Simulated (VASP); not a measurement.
# Al2Cu in VASP: further runs, part 2 of 2

VASP 6.6.1.

## Step 3: Single point, r2SCAN

Contents of POSCAR:

```
Al2Cu
1.0
    4.0547150336      0.0000000000      0.0000000000
    0.0000000000      5.7339750267      0.0000000000
    0.0000000000      0.0000000000     25.1367875840
Al Cu
12 6
Direct
    0.0000000000      0.2504895431      0.2988080388
    0.0000000000      0.7495104569      0.2988080388
    0.5000000000      0.7505571089      0.3783538897
    0.5000000000      0.2494428911      0.3783538897
    0.0000000000      0.2498535459      0.4595317893
    0.0000000000      0.7501464541      0.4595317893
    0.5000000000      0.7498506690      0.5404685998
    0.5000000000      0.2501493310      0.5404685998
    0.0000000000      0.2505583053      0.6216458269
    0.0000000000      0.7494416947      0.6216458269
    0.5000000000      0.7504892628      0.7011919271
    0.5000000000      0.2495107372      0.7011919271
    0.5000000000      0.0000000000      0.2987366593
    0.0000000000      0.5000000000      0.3790637099
    0.5000000000      0.0000000000      0.4597028027
    0.0000000000      0.5000000000      0.5402973189
    0.5000000000      0.0000000000      0.6209362704
    0.0000000000      0.5000000000      0.7012630956
```

Contents of INCAR.step1:

```
ALGO     = Normal         # electronic algorithm
DIPOL    = 0.5 0.5 0.500
EDIFF    = 1E-4           # SCF threshold, eV
ENCUT    = 520            # plane-wave cutoff, eV
GGA      = PE             # functional
IDIPOL   = 3            
ISMEAR   = 0              # smearing method
LASPH    = T              # aspherical terms in the spheres
LCHARG   = F              # write CHGCAR
LDIPOL   = T            
LREAL    = Auto         
LWAVE    = T              # write WAVECAR
NBANDS   = 66             # bands
NELM     = 100            # most SCF steps
PREC     = Accurate       # precision mode
SIGMA    = 0.1            # smearing width, eV
```

Contents of INCAR.step2:

```
ALGO     = Normal         # electronic algorithm
DIPOL    = 0.5 0.5 0.500
EDIFF    = 1E-6           # SCF threshold, eV
ENCUT    = 520            # plane-wave cutoff, eV
IDIPOL   = 3            
ISIF     = 2              # what is computed and relaxed
ISMEAR   = 0              # smearing method
ISTART   = 1            
LASPH    = T              # aspherical terms in the spheres
LCHARG   = F              # write CHGCAR
LDIPOL   = T            
LMIXTAU  = T            
LREAL    = Auto         
LWAVE    = F              # write WAVECAR
METAGGA  = R2SCAN         # meta-GGA
NBANDS   = 66             # bands
NELM     = 100            # most SCF steps
PREC     = Accurate       # precision mode
SIGMA    = 0.1            # smearing width, eV
```

Contents of KPOINTS:

```
k-points
0
Gamma
  9 6 1
```

Potentials or basis: VASP PAW PBE potentials, release 64 (Al, Cu).

Run with:

```
> cat potpaw_PBE.64/Al/POTCAR potpaw_PBE.64/Cu/POTCAR > POTCAR
> cp INCAR.step1 INCAR
> mpirun -np 1 vasp_std > vasp.out
> cp INCAR.step2 INCAR
> mpirun -np 1 vasp_std > vasp.out
```

OUTCAR:

```text
EDIFF = 1E-6
   ENCUT = 520
   ISIF = 2
   ISMEAR = 0
   ISTART = 1
   LASPH = T
   LREAL = Auto
   METAGGA = R2SCAN
   NELM = 100
   PREC = Accurate

 ion  position               nearest neighbor table
   1  0.000  0.250  0.299-  14 2.47  13 2.48  13 2.48   4 2.85   4 2.85   2 2.86   2 2.87
   2  0.000  0.750  0.299-  14 2.47  13 2.48  13 2.48   3 2.85   3 2.85   1 2.86   1 2.87
   3  0.500  0.751  0.378-  13 2.46  14 2.48  14 2.48  15 2.50   2 2.85   2 2.85   4 2.86   4 2.87
                             6 2.88   6 2.88
   4  0.500  0.249  0.378-  13 2.46  14 2.48  14 2.48  15 2.50   1 2.85   1 2.85   3 2.86   3 2.87
                             5 2.88   5 2.88
   5  0.000  0.250  0.460-  14 2.48  15 2.48  15 2.48  16 2.49   6 2.87   6 2.87   8 2.87   8 2.87
                             4 2.88   4 2.88
   6  0.000  0.750  0.460-  14 2.48  15 2.48  15 2.48  16 2.49   5 2.87   5 2.87   7 2.87   7 2.87
                             3 2.88   3 2.88
   7  0.500  0.750  0.540-  17 2.48  16 2.48  16 2.48  15 2.49   8 2.87   8 2.87   6 2.87   6 2.87
                            10 2.88  10 2.88
   8  0.500  0.250  0.540-  17 2.48  16 2.48  16 2.48  15 2.49   7 2.87   7 2.87   5 2.87   5 2.87
                             9 2.88   9 2.88
   9  0.000  0.251  0.622-  18 2.46  17 2.48  17 2.48  16 2.50  12 2.85  12 2.85  10 2.86  10 2.87
                             8 2.88   8 2.88
  10  0.000  0.749  0.622-  18 2.46  17 2.48  17 2.48  16 2.50  11 2.85  11 2.85   9 2.86   9 2.87
                             7 2.88   7 2.88
  11  0.500  0.750  0.701-  17 2.47  18 2.48  18 2.48  10 2.85  10 2.85  12 2.86  12 2.87
  12  0.500  0.250  0.701-  17 2.47  18 2.48  18 2.48   9 2.85   9 2.85  11 2.86  11 2.87
  13  0.500  0.000  0.299-   3 2.46   4 2.46   1 2.48   2 2.48   1 2.48   2 2.48
  14  0.000  0.500  0.379-   1 2.47   2 2.47   5 2.48   6 2.48   3 2.48   4 2.48   3 2.48   4 2.48

  15  0.500  0.000  0.460-   5 2.48   6 2.48   5 2.48   6 2.48   7 2.49   8 2.49   3 2.50   4 2.50

  16  0.000  0.500  0.540-   7 2.48   8 2.48   7 2.48   8 2.48   5 2.49   6 2.49   9 2.50  10 2.50

  17  0.500  0.000  0.621-  11 2.47  12 2.47   7 2.48   8 2.48   9 2.48  10 2.48   9 2.48  10 2.48

  18  0.000  0.500  0.701-   9 2.46  10 2.46  11 2.48  12 2.48  11 2.48  12 2.48

  LATTYP: Found a simple orthorhombic cell.
 ALAT       =     4.0547150336
 B/A-ratio  =     1.4141499413
 C/A-ratio  =     6.1993968443

[... 199 lines left out ...]

 number of electron     101.9999920 magnetization

 dipolmoment           0.000000      0.000000      0.000003 electrons x Angstroem

 Free energy of the ion-electron system (eV)
  ---------------------------------------------------
  ext. energy  EPLUGINS =         0.00000000
  ---------------------------------------------------
  free energy    TOTEN  =      -145.31237988 eV

  energy without entropy =     -145.28104926  energy(sigma->0) =     -145.29671457

 E-fermi :   1.0678     XC(G=0):  -6.1150

 val. band max:        1.0266658320   @ k =   0.0000   0.0000   0.0000
 cond. band min:       1.1078827098   @ k =   0.1111   0.5000   0.0000
 fundamental gap:      0.0812168778
 Fermi energy:         1.0677728638

 k-point     1 :       0.0000    0.0000    0.0000
  band No.  band energies     occupation
      1      -9.5018      2.00000
      2      -8.8354      2.00000
      3      -7.7675      2.00000
      4      -6.3806      2.00000
      5      -5.2070      2.00000
      6      -5.0601      2.00000
[... 1309 lines left out ...]
     62       4.6493      0.00000
     63       5.0737      0.00000
 [bands above 63 left out]

------------------------ aborting loop because EDIFF is reached ----------------------------------------

 vacuum level on the upper side and lower side of the slab       (xc-potential included)         0.009         0.009

  FORCE on cell =-STRESS in cart. coord.  units (eV):
  Direction    XX          YY          ZZ          XY          YZ          ZX
  --------------------------------------------------------------------------------------
  -------------------------------------------------------------------------------------
  Total       -4.3364904     -3.4624615     -0.1762740      0.0000000      0.0000000      0.0000000
  in kB      -11.8883906     -9.4922600     -0.4832512      0.0000000      0.0000000      0.0000000
  external PRESSURE =      -7.2879673 kB  Pullay stress =       0.0000000 kB

 VOLUME and BASIS-vectors are now :
 -----------------------------------------------------------------------------
  energy-cutoff  :      520.00
  volume of cell :      584.42
      direct lattice vectors                 reciprocal lattice vectors
     4.054715034  0.000000000  0.000000000     0.246626456  0.000000000  0.000000000
     0.000000000  5.733975027  0.000000000     0.000000000  0.174399085  0.000000000
     0.000000000  0.000000000 25.136787584     0.000000000  0.000000000  0.039782331

 POSITION                                       TOTAL-FORCE (eV/Angst)
 -----------------------------------------------------------------------------------
      0.00000      1.43630      7.51107         0.000000      0.014268      0.003362
      0.00000      4.29767      7.51107         0.000000     -0.014268      0.003362
      2.02736      4.30368      9.51060         0.000000      0.000576     -0.002254
      2.02736      1.43030      9.51060         0.000000     -0.000576     -0.002254
      0.00000      1.43265     11.55115        -0.000000      0.000318     -0.004357
      0.00000      4.30132     11.55115         0.000000     -0.000318     -0.004357
[... 10 lines left out ...]
      2.02736      0.00000     15.60834         0.000000      0.000000     -0.015277
      0.00000      2.86699     17.62750         0.000000      0.000000      0.004508
 -----------------------------------------------------------------------------------
    total drift:                                0.000000      0.000000      0.001473

  FREE ENERGIE OF THE ION-ELECTRON SYSTEM (eV)
  ---------------------------------------------------
  free  energy   TOTEN  =      -145.3123798774 eV

  energy  without entropy=     -145.2810492620  energy(sigma->0) =     -145.29671457

 vacuum level on the upper side and lower side of the slab         5.711         5.711
```

OSZICAR.step1:

```text
N       E                     dE             d eps       ncg     rms          rms(c)
DAV:   1     0.758128740441E+03    0.75813E+03   -0.36973E+04  2640   0.140E+03
DAV:   2     0.741339592285E+00   -0.75739E+03   -0.72872E+03  2678   0.335E+02
DAV:   3    -0.759662886147E+02   -0.76708E+02   -0.72207E+02  3160   0.148E+02
DAV:   4    -0.805706682115E+02   -0.46044E+01   -0.45390E+01  3592   0.351E+01
DAV:   5    -0.807826454570E+02   -0.21198E+00   -0.21182E+00  4344   0.668E+00    0.354E+01
DAV:   6    -0.905441512474E+02   -0.97615E+01   -0.37100E+02  3472   0.311E+02    0.285E+01
DAV:   7    -0.677903640182E+02    0.22754E+02   -0.96274E+01  3494   0.116E+02    0.689E+00
DAV:   8    -0.669012428000E+02    0.88912E+00   -0.12269E+01  4176   0.410E+01    0.303E+00
DAV:   9    -0.669184119831E+02   -0.17169E-01   -0.11194E+00  4010   0.272E+01    0.253E+00
DAV:  10    -0.668087267250E+02    0.10969E+00   -0.45591E-01  3760   0.137E+01    0.530E-01
DAV:  11    -0.668133808588E+02   -0.46541E-02   -0.73899E-02  3824   0.316E+00    0.456E-01
DAV:  12    -0.668150019119E+02   -0.16211E-02   -0.12994E-02  3408   0.256E+00    0.463E-01
DAV:  13    -0.668140406202E+02    0.96129E-03   -0.28198E-03  3878   0.142E+00    0.384E-01
DAV:  14    -0.668110506091E+02    0.29900E-02   -0.13175E-02  4030   0.184E+00    0.423E-02
DAV:  15    -0.668113256317E+02   -0.27502E-03   -0.11709E-03  3496   0.213E-01    0.304E-02
DAV:  16    -0.668113389303E+02   -0.13299E-04   -0.37062E-04  2090   0.157E-01
   1 F= -.66811339E+02 E0= -.66796228E+02  d E =-.302218E-01
```

Wall time 1.8 h (1 thread of Oxide Virtual Turin-like, shared host); peak memory 0.91 GiB.

Results:

```
Free energy            : -145.3124 eV
Largest force          : 0.015 eV/Å
Band gap on the k mesh : zero (bands 51 and 52 overlap by 2.34 eV)
```

Forces in eV/Å, atoms in the order of the input:
```
Al   0.000  0.014  0.003
Al   0.000 -0.014  0.003
Al   0.000  0.001 -0.002
Al   0.000 -0.001 -0.002
Al   0.000  0.000 -0.004
Al   0.000  0.000 -0.004
Al   0.000  0.000  0.004
Al   0.000  0.000  0.004
Al   0.000  0.001  0.002
Al   0.000 -0.001  0.002
Al   0.000  0.014 -0.003
Al   0.000 -0.014 -0.003
Cu   0.000  0.000 -0.005
Cu   0.000  0.000  0.015
Cu   0.000  0.000  0.010
Cu   0.000  0.000 -0.010
Cu   0.000  0.000 -0.015
Cu   0.000  0.000  0.005
```

Levels at points of the mesh, in eV from the Fermi level:
| k point | band 46 | band 47 | band 48 | band 49 | band 50 | band 51 | band 52 | band 53 | band 54 | band 55 |
| --- | --- | --- | --- | --- | --- | --- | --- | --- | --- | --- |
| (0.00, 0.00, 0.00) | -1.44 | -1.11 | -0.34 | -0.19 | -0.04 | 1.19 | 1.31 | 1.55 | 1.80 | 1.81 |
| (0.00, 0.50, 0.00) | -0.12 | 0.07 | 0.07 | 0.11 | 0.11 | 0.35 | 0.35 | 0.85 | 0.85 | 1.25 |

Caveat: the PAW data sets were made with another functional, which shifts forces and pressure a little.

The gap in the log of VASP goes by the Fermi energy; the results here count the filled bands.